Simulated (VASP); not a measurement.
The system is MgS.

```
S Mg
1.0
     3.87324    0.00000    0.00000
    -1.93662    3.35432    0.00000
     0.00000    0.00000    6.43229
S Mg
2 2
Direct
  0.66667 0.33333 0.87924
  0.33333 0.66667 0.37924
  0.33333 0.66667 0.99575
  0.66667 0.33333 0.49575
```

- Program: VASP 6.6.1
- Task: relaxation of the atoms
- Functional: PBEsol
- Potentials or basis: VASP PAW PBE potentials, release 64 (S, Mg)
- Cutoff: 520 eV
- k mesh: 7 × 7 × 4
- Occupations: fermi-dirac, width 0.05 eV
- Spin: no spin polarisation

At the start: pressure 5.4 GPa; volume 20.89 Å³/atom.

Task: Where does the relaxation end?

Result: Over 3 steps the energy falls by 7.7 meV/atom at a fixed cell; space group P6_3mc (No. 186, to 0.1 Å) before and after.

Step by step:
| step | energy change (eV) | largest force (eV/Å) | pressure (GPa) |
| --- | --- | --- | --- |
| 1 | 0.0000 | 0.4167 | 5.38 |
| 2 | -0.0249 | 0.1957 | 5.22 |
| 3 | -0.0310 | 0.0002 | 5.14 |

Final structure:
```
S Mg
1.0
     3.87324    0.00000    0.00000
    -1.93662    3.35432    0.00000
     0.00000    0.00000    6.43229
S Mg
2 2
Direct
  0.66667 0.33333 0.87376
  0.33333 0.66667 0.37376
  0.33333 0.66667 0.00124
  0.66667 0.33333 0.50124
```

Caveat: the PAW data sets were made with another functional, which shifts forces and pressure a little.
